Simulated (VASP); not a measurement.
# HfO2 (Fm-3m) in VASP: settings compared, part 2 of 3

VASP 6.6.1.

### Step 4. Relaxation of cell and atoms, SCAN

POSCAR reads:

```
HfO2
1.0
    0.0000000000      2.5575000000      2.5575000000
    2.5575000000      0.0000000000      2.5575000000
    2.5575000000      2.5575000000      0.0000000000
Hf O
1 2
Direct
    0.0000000000      0.0000000000      0.0000000000
    0.7500000000      0.7500000000      0.7500000000
    0.2500000000      0.2500000000      0.2500000000
```

INCAR.step1 reads:

```
ALGO = Normal ; EDIFF = 1E-7
EDIFFG = -0.005 ; EFERMI = MIDGAP
ENCUT = 690 ; GGA_COMPAT = False
IBRION = 2 ; ISIF = 3
ISMEAR = 0 ; KPAR = 2
LASPH = True ; LCHARG = False
LMIXTAU = True ; LREAL = False
LWAVE = False ; METAGGA = SCAN
NELM = 120 ; NELMIN = 4
NSW = 60 ; PREC = Accurate
SIGMA = 0.03
```

INCAR.step3 reads:

```
ALGO = Normal ; EDIFF = 1E-7
EFERMI = MIDGAP ; ENCUT = 690
GGA_COMPAT = False ; ISIF = 2
ISMEAR = 0 ; KPAR = 2
LASPH = True ; LCHARG = False
LMIXTAU = True ; LREAL = False
LWAVE = False ; METAGGA = SCAN
NELM = 120 ; PREC = Accurate
SIGMA = 0.03
```

KPOINTS reads:

```
k-points
0
Gamma
  8 8 8
```

Potentials or basis: VASP PAW PBE potentials, release 64 (Hf_sv_GW, O_GW).

Started as:

```console
cat potpaw_PBE.64/Hf_sv_GW/POTCAR potpaw_PBE.64/O_GW/POTCAR > POTCAR
cp INCAR.step1 INCAR
cp POSCAR.step1 POSCAR
mpirun -np 2 vasp_std > vasp.out
cp CONTCAR POSCAR
mpirun -np 2 vasp_std > vasp.out
cp CONTCAR POSCAR
cp INCAR.step3 INCAR
mpirun -np 2 vasp_std > vasp.out
```

OUTCAR:

```text
EDIFF = 1E-7
   EFERMI = MIDGAP
   ENCUT = 690
   ISIF = 2
   ISMEAR = 0
   LASPH = True
   LREAL = False
   METAGGA = SCAN
   NELM = 120
   PREC = Accurate

 Found     29 irreducible k-points:

 Following reciprocal coordinates:
            Coordinates               Weight
  0.000000  0.000000  0.000000      1.000000
  0.125000  0.000000  0.000000      8.000000
  0.250000  0.000000  0.000000      8.000000
  0.375000  0.000000  0.000000      8.000000
  0.500000  0.000000  0.000000      4.000000
  0.125000  0.125000  0.000000      6.000000
   k-points           NKPTS =     29   k-points in BZ     NKDIM =     29   number of bands    NBANDS=     16
   number of dos      NEDOS =    301   number of ions     NIONS =      3
   total plane-waves  NPLWV =  27000
   dimension x,y,z NGX =    30 NGY =   30 NGZ =   30
   dimension x,y,z NGXF=    60 NGYF=   60 NGZF=   60
   ions per type =               1   2
   NGX,Y,Z   is equivalent  to a cutoff of  14.02, 14.02, 14.02 a.u.
   NGXF,Y,Z  is equivalent  to a cutoff of  28.03, 28.03, 28.03 a.u.
 SYSTEM =  unknown system
   PREC   = accura    normal or accurate (medium, high low for compatibility)
   ISTART =      0    job   : 0-new  1-cont  2-samecut
   ICHARG =      2    charge: 1-file 2-atom 10-const
   ISPIN  =      1    spin polarized calculation?
[... 63 lines left out ...]
 fundamental gap:      4.1509585156
 Fermi energy:         8.8264487607

 k-point     1 :       0.0000    0.0000    0.0000
  band No.  band energies     occupation
      1     -54.9347      2.00000
      2     -23.1369      2.00000
      3     -23.1369      2.00000
      4     -23.1369      2.00000
      5     -13.2045      2.00000
      6     -10.0772      2.00000
[... 91 lines left out ...]
      3     -23.1582      2.00000
      4     -23.1582      2.00000
      5     -12.8949      2.00000
      6     -10.3206      2.00000
[... 8 lines left out ...]
     15      13.9998      0.00000
     16      17.5721      0.00000

 [... further k-points ...]

------------------------ aborting loop because EDIFF is reached ----------------------------------------

  FORCE on cell =-STRESS in cart. coord.  units (eV):
  Direction    XX          YY          ZZ          XY          YZ          ZX
  --------------------------------------------------------------------------------------
  -------------------------------------------------------------------------------------
  Total       -0.0001470     -0.0001470     -0.0001470     -0.0000000      0.0000000      0.0000000
  in kB       -0.0073922     -0.0073922     -0.0073922     -0.0000000      0.0000000      0.0000000
  external PRESSURE =      -0.0073922 kB  Pullay stress =       0.0000000 kB

 VOLUME and BASIS-vectors are now :
 -----------------------------------------------------------------------------
  energy-cutoff  :      690.00
  volume of cell :       31.85
      direct lattice vectors                 reciprocal lattice vectors
     0.000000000  2.515974417  2.515974417    -0.198730161  0.198730161  0.198730161
     2.515974417  0.000000000  2.515974417     0.198730161 -0.198730161  0.198730161
     2.515974417  2.515974417  0.000000000     0.198730161  0.198730161 -0.198730161

 POSITION                                       TOTAL-FORCE (eV/Angst)
 -----------------------------------------------------------------------------------
      0.00000      0.00000      0.00000        -0.000000      0.000000     -0.000000
      3.77396      3.77396      3.77396         0.000000      0.000000      0.000000
      1.25799      1.25799      1.25799        -0.000000     -0.000000     -0.000000
 -----------------------------------------------------------------------------------
    total drift:                                0.000000     -0.000000      0.000000

  FREE ENERGIE OF THE ION-ELECTRON SYSTEM (eV)
  ---------------------------------------------------
  free  energy   TOTEN  =       -89.6400256829 eV

  energy  without entropy=      -89.6400256829  energy(sigma->0) =      -89.64002568
```

OUTCAR.step1:

```text
EDIFF = 1E-7
   EDIFFG = -0.005
   EFERMI = MIDGAP
   ENCUT = 690
   IBRION = 2
   ISIF = 3
   ISMEAR = 0
   LASPH = True
   LREAL = False
[... 338 lines left out ...]
  -------------------------------------------------------------------------------------
  Total       -0.0025999     -0.0025999     -0.0025999     -0.0000000     -0.0000000     -0.0000000
  in kB       -0.1307733     -0.1307733     -0.1307733     -0.0000000     -0.0000000     -0.0000000
  external PRESSURE =      -0.1307733 kB  Pullay stress =       0.0000000 kB
[... 18 lines left out ...]
  FREE ENERGIE OF THE ION-ELECTRON SYSTEM (eV)
  ---------------------------------------------------
  free  energy   TOTEN  =       -89.6441978734 eV

  energy  without entropy=      -89.6441978734  energy(sigma->0) =      -89.64419787

 reached required accuracy - stopping structural energy minimisation
```

Wall time 8.1 min (2 MPI ranks of Intel Xeon Platinum 8259CL at 2.50GHz (Skylake/Cascade Lake), shared host); peak memory 0.2 GiB.

Results:

```yaml
Free_energy: -89.6400 eV
Relaxed_volume: 10.62 Å³/atom
Relaxed_cell: a = 3.558 Å, b = 3.558 Å, c = 3.558 Å, α = 60.00°, β = 60.00°, γ = 60.00°
Space_group_after_relaxing_to_0.1_Å: Fm-3m (No. 225)
Energy_gained_by_relaxing: 20.6 meV/atom
Ionic_steps: 5
Pressure_after_relaxing: 0.0 GPa
Band_gap_on_the_k_mesh: 4.15 eV
```

The path:
```
step  energy change (eV)  largest force (eV/Å)  pressure (GPa)  volume (Å³)
   1              0.0000                0.0000          -12.57        33.46
   2              0.1270                0.0000           27.11        29.40
   3             -0.0659                0.0000           -0.29        31.88
   4             -0.0660                0.0000           -0.01        31.85
   5             -0.0618                0.0000            0.00        31.85
```

Final structure:
```yaml
crystal:
  lattice:
    - [0.00000, 2.51597, 2.51597]
    - [2.51597, 0.00000, 2.51597]
    - [2.51597, 2.51597, 0.00000]
  atoms:
    - { symbol: Hf, position: [0.00000, 0.00000, 0.00000] }
    - { symbol: O, position: [0.75000, 0.75000, 0.75000] }
    - { symbol: O, position: [0.25000, 0.25000, 0.25000] }
```

Caveat: the PAW data sets were made with another functional, which shifts forces and pressure a little; spin-orbit coupling is left out, which moves the levels of the heavy elements. SCAN opens gaps a little over a GGA but as a rule still falls short of measured ones.

### Step 5. Single point, PBEsol+D3(BJ), collinear spin, zero start (10.48 Å³/atom)

This run uses another cell than the first one, of 10.48 Å³/atom.

INCAR reads:

```
PREC = Accurate
ENCUT = 520
EDIFF = 1E-7
ISMEAR = -1
SIGMA = 0.05
LREAL = F
LASPH = T
NELM = 150
ALGO = Normal
ISIF = 2
LWAVE = F
LCHARG = T
ISPIN = 2
MAGMOM = 0 0 0
LORBIT = 11
NUPDOWN = 0.0
LMAXMIX = 4
GGA = PS
IVDW = 12
LELF = T
LVHAR = T
NBANDS = 22
```

KPOINTS reads:

```
Automatic mesh
0
Gamma
  9 9 9
```

POSCAR reads:

```
HfO2
1.0
    0.0000000000      2.5052914730      2.5052914730
    2.5052914730      0.0000000000      2.5052914730
    2.5052914730      2.5052914730      0.0000000000
Hf O
1 2
Direct
    0.0000000000      0.0000000000      0.0000000000
    0.7500000000      0.7500000000      0.7500000000
    0.2500000000      0.2500000000      0.2500000000
```

Potentials or basis: VASP PAW PBE potentials, release 64 (Hf_pv, O).

Started as:

```console
cat potpaw_PBE.64/Hf_pv/POTCAR potpaw_PBE.64/O/POTCAR > POTCAR
mpirun -np 1 vasp_std > vasp.out
```

OUTCAR:

```text
PREC = Accurate
   ENCUT = 520
   EDIFF = 1E-7
   ISMEAR = -1
   LREAL = F
   LASPH = T
   NELM = 150
   ISIF = 2
   ISPIN = 2
   LORBIT = 11
   NUPDOWN = 0.0
   GGA = PS
   IVDW = 12
 IVDW          = 12

 ion  position               nearest neighbor table
   1  0.000  0.000  0.000-   2 2.17   3 2.17   2 2.17   2 2.17   2 2.17   3 2.17   3 2.17   3 2.17

   2  0.750  0.750  0.750-   1 2.17   1 2.17   1 2.17   1 2.17
   3  0.250  0.250  0.250-   1 2.17   1 2.17   1 2.17   1 2.17

  LATTYP: Found a face centered cubic cell.
 ALAT       =     5.0105829460

  Lattice vectors:

 A1 = (   0.0000000000,   2.5052914730,   2.5052914730)
 A2 = (   2.5052914730,   0.0000000000,   2.5052914730)
 A3 = (   2.5052914730,   2.5052914730,   0.0000000000)

Analysis of symmetry for initial positions (statically):
=====================================================================
 Subroutine PRICEL returns:
 Original cell was already a primitive cell.

 Routine SETGRP: Setting up the symmetry group for a
 face centered cubic supercell.

 Subroutine GETGRP returns: Found 48 space group operations
 (whereof 48 operations were pure point group operations)
 out of a pool of 48 trial point group operations.

The static configuration has the point symmetry O_h .

Analysis of symmetry for dynamics (positions and initial velocities):
=====================================================================
 Subroutine PRICEL returns:
 Original cell was already a primitive cell.

 Routine SETGRP: Setting up the symmetry group for a
 face centered cubic supercell.

 Subroutine GETGRP returns: Found 48 space group operations
 (whereof 48 operations were pure point group operations)
 out of a pool of 48 trial point group operations.

The dynamic configuration has the point symmetry O_h .

Analysis of structural, dynamic, and magnetic symmetry:
=====================================================================
 Subroutine PRICEL returns:
 Original cell was already a primitive cell.

 Routine SETGRP: Setting up the symmetry group for a
 face centered cubic supercell.

 Subroutine GETGRP returns: Found 48 space group operations
 (whereof 48 operations were pure point group operations)
 out of a pool of 48 trial point group operations.

The overall configuration has the point symmetry O_h .

 Subroutine INISYM returns: Found 48 space group operations
 (whereof 48 operations are pure point group operations),
 and found     1 'primitive' translations

----------------------------------------------------------------------------------------

                                     Primitive cell

  volume of cell :      31.4489

  direct lattice vectors                    reciprocal lattice vectors
     0.000000000  2.505291473  2.505291473    -0.199577576  0.199577576  0.199577576
     2.505291473  0.000000000  2.505291473     0.199577576 -0.199577576  0.199577576
     2.505291473  2.505291473  0.000000000     0.199577576  0.199577576 -0.199577576

  length of vectors
     3.543017179  3.543017179  3.543017179     0.345678502  0.345678502  0.345678502

  position of ions in fractional coordinates (direct lattice)
     0.000000000  0.000000000  0.000000000
     0.750000000  0.750000000  0.750000000
     0.250000000  0.250000000  0.250000000
[... 73 lines left out ...]
   LNONCOLLINEAR =      F non collinear calculations
   LSORBIT =      F    spin-orbit coupling
   LASPH  =      T    aspherical Exc in radial PAW
   ENCUT  =  520.0 eV  38.22 Ry    6.18 a.u.   6.59  6.59  6.59*2*pi/ulx,y,z
   NELM   =    150;   NELMIN=  2; NELMDL= -5     # of ELM steps
   EDIFF  = 0.1E-06   stopping-criterion for ELM
   LREAL  =      F    real-space projection
   EDIFFG = 0.1E-05   stopping-criterion for IOM
   NSW    =      0    number of steps for IOM
   IBRION =     -1    ionic relax: 0-MD 1-quasi-New 2-CG
   NFREE  =      0    steps in history (QN), initial steepest desc. (CG)
   ISIF   =      2    stress and relaxation
   ISYM   =      2    0-nonsym 1-usesym 2-fastsym
   POTIM  = 0.5000    time-step for ionic-motion
   TEBEG  =    0.0;   TEEND  =   0.0 temperature during run
   PSTRESS=    0.0 pullay stress
   NELECT =      22.0000    total number of electrons
   NUPDOWN=       0.0000    fix difference up-down
   EMIN   =  10.00;   EMAX   =-10.00  energy-range for DOS
   EFERMI =   0.00;   METHOD = LEGACY
   ISMEAR =    -1;   SIGMA  =   0.05  broadening in eV -4-tet -1-fermi 0-gaus
   EFERMI_NEDOS =   21; number of points for ismear=-14 and -15
   IALGO  =     38    algorithm
   IMIX   =      4    mixing-type and parameters
     AMIX     =   0.40;   BMIX     =  1.00
     AMIX_MAG =   1.60;   BMIX_MAG =  1.00
  volume/ion in A,a.u.               =      10.48        70.74
  Fermi-wavevector in a.u.,A,eV,Ry     =   1.453274  2.746289 28.735572  2.112005
  Thomas-Fermi vector in A             =   2.570559
   LORBIT       =     11    0 simple, 1 ext, 2 COOP (PROOUT), +10 PAW based schemes
   GGA     = PS    functional components
   LHFCALC =     F    Hartree Fock is set to
   AEXX    =    0.0000 exact exchange contribution
   IVDW    =    12    specifies the selected vdW correction
   LEPSILON=     F    determine dielectric tensor
   LRPA    =     F    only Hartree local field effects (RPA)
 spin polarized calculation
  energy-cutoff  :      520.00
  volume of cell :       31.45
 maximum number of plane-waves:       869
   NGX = 13   NGY = 13   NGZ = 13

 number of electron      21.9999998 magnetization      -0.0000000

 number of electron      21.9999998 magnetization       0.0000000

 Free energy of the ion-electron system (eV)
  ---------------------------------------------------
  ext. energy  EPLUGINS =         0.00000000
  ---------------------------------------------------
  free energy    TOTEN  =       -31.63581510 eV

  energy without entropy =      -31.63581510  energy(sigma->0) =      -31.63581510

 E-fermi :   5.5281     XC(G=0): -12.2948

 val. band max:        4.3841486396   @ k =  -0.4444   0.4444   0.0000
 cond. band min:       8.2665576662   @ k =   0.4444   0.4444   0.0000
 fundamental gap:      3.8824090267
 Fermi energy:         5.5281340087

 spin component 1

 k-point     1 :       0.0000    0.0000    0.0000
  band No.  band energies     occupation
      1     -25.0280      1.00000
      2     -25.0280      1.00000
      3     -25.0280      1.00000
      4     -14.4751      1.00000
      5     -11.1930      1.00000
      6      -1.1852      1.00000
[... 589 lines left out ...]
     21      21.8596      0.00000
     22      21.8596      0.00000

 [... further k-points ...]

 spin component 2

 k-point     1 :       0.0000    0.0000    0.0000
  band No.  band energies     occupation
      1     -25.0280      1.00000
      2     -25.0280      1.00000
      3     -25.0280      1.00000
      4     -14.4751      1.00000
      5     -11.1930      1.00000
      6      -1.1852      1.00000
[... 589 lines left out ...]
     21      21.8596      0.00000
     22      21.8596      0.00000

 [... further k-points ...]

------------------------ aborting loop because EDIFF is reached ----------------------------------------

 Edisp (eV)   -0.70543

 E8    (eV) :    -0.4749

  FORCE on cell =-STRESS in cart. coord.  units (eV):
  Direction    XX          YY          ZZ          XY          YZ          ZX
  --------------------------------------------------------------------------------------
  -------------------------------------------------------------------------------------
  Total      -0.40149    -0.40149    -0.40149    -0.00000     0.00000     0.00000
  in kB     -20.45434   -20.45434   -20.45434    -0.00000     0.00000     0.00000
  external pressure =      -20.45 kB  Pullay stress =        0.00 kB

 VOLUME and BASIS-vectors are now :
 -----------------------------------------------------------------------------
  energy-cutoff  :      520.00
  volume of cell :       31.45
      direct lattice vectors                 reciprocal lattice vectors
     0.000000000  2.505291473  2.505291473    -0.199577576  0.199577576  0.199577576
     2.505291473  0.000000000  2.505291473     0.199577576 -0.199577576  0.199577576
     2.505291473  2.505291473  0.000000000     0.199577576  0.199577576 -0.199577576

 POSITION                                       TOTAL-FORCE (eV/Angst)
 -----------------------------------------------------------------------------------
      0.00000      0.00000      0.00000        -0.000000     -0.000000      0.000000
      3.75794      3.75794      3.75794        -0.000000     -0.000000     -0.000000
      1.25265      1.25265      1.25265         0.000000      0.000000      0.000000
 -----------------------------------------------------------------------------------
    total drift:                                0.000000      0.000000      0.000000

  FREE ENERGIE OF THE ION-ELECTRON SYSTEM (eV)
  ---------------------------------------------------
  free  energy   TOTEN  =       -32.3412414001 eV

  energy  without entropy=      -32.3412414001  energy(sigma->0) =      -32.34124140

 total charge

# of ion       s       p       d       tot
------------------------------------------
    1        0.305   6.627   1.439   8.372
    2        1.558   3.553   0.000   5.111
    3        1.558   3.553   0.000   5.111
--------------------------------------------------
tot          3.421  13.734   1.439  18.594

 magnetization (x)

# of ion       s       p       d       tot
------------------------------------------
    1       -0.000   0.000   0.000   0.000
    2        0.000  -0.000   0.000   0.000
    3        0.000  -0.000   0.000   0.000
--------------------------------------------------
tot          0.000   0.000   0.000   0.000
```

OSZICAR:

```text
N       E                     dE             d eps       ncg     rms          rms(c)
DAV:   1     0.870449266747E+02    0.87045E+02   -0.12195E+04  3088   0.995E+02
DAV:   2    -0.329407339795E+02   -0.11999E+03   -0.11524E+03  3716   0.260E+02
DAV:   3    -0.368237392432E+02   -0.38830E+01   -0.38682E+01  3706   0.394E+01
DAV:   4    -0.368394181625E+02   -0.15679E-01   -0.15678E-01  3370   0.283E+00
DAV:   5    -0.368394873688E+02   -0.69206E-04   -0.69206E-04  3752   0.173E-01    0.533E+01
DAV:   6    -0.317935656635E+02    0.50459E+01   -0.14105E+01  3230   0.251E+01    0.438E+01
DAV:   7    -0.316800440417E+02    0.11352E+00   -0.58767E-01  3404   0.531E+00    0.293E+01
DAV:   8    -0.316557586046E+02    0.24285E-01   -0.21343E-01  3506   0.364E+00    0.947E+00
DAV:   9    -0.316360390027E+02    0.19720E-01   -0.52389E-02  3254   0.171E+00    0.316E+00
DAV:  10    -0.316357763926E+02    0.26261E-03   -0.22754E-03  3656   0.323E-01    0.580E-01
DAV:  11    -0.316358171473E+02   -0.40755E-04   -0.17802E-04  3446   0.104E-01    0.221E-01
DAV:  12    -0.316358158613E+02    0.12860E-05   -0.39433E-06  3608   0.135E-02    0.181E-01
DAV:  13    -0.316358150043E+02    0.85695E-06   -0.65220E-06  3338   0.167E-02    0.602E-03
DAV:  14    -0.316358150971E+02   -0.92811E-07   -0.12079E-07  3516   0.226E-03
   1 F= -.32341241E+02 E0= -.32341241E+02  d E =-.493165E-11  mag=    -0.0000
```

stdout:

```text
POSCAR found type information on POSCAR HfO
 POSCAR found :  2 types and       3 ions
 scaLAPACK will be used
 -----------------------------------------------------------------------------
|                                                                             |
|                                                                             |
|     You enforced a specific xc type in the INCAR file but a different       |
|     I HOPE YOU KNOW WHAT YOU ARE DOING!                                     |
|                                                                             |
 -----------------------------------------------------------------------------

 LDA part: xc-table for (Slater+PW92), standard interpolation
 POSCAR, INCAR and KPOINTS ok, starting setup
 FFT: planning ... GRIDC
 FFT: planning ... GRID_SOFT
 FFT: planning ... GRID
 WAVECAR not read
 entering main loop
```

Wall time 48 s (1 thread of Intel Xeon Platinum 8488C (Sapphire Rapids), shared host); peak memory 0.2 GiB.

Results:

```yaml
Free_energy: -32.3412 eV
Pressure: -2.0 GPa
Net_moment: 0.00 μB per cell
Valence_electrons_inside_the_program's_atomic_spheres: Hf 8.37; O 5.11
Dispersion_energy_per_atom: -0.235 eV
```

Caveat: three body term missing; the PAW data sets were made with another functional, which shifts forces and pressure a little; spin-orbit coupling is left out, which moves the levels of the heavy elements; the total moment is fixed, so each spin has its own Fermi level.

[end of part 2 of 3]
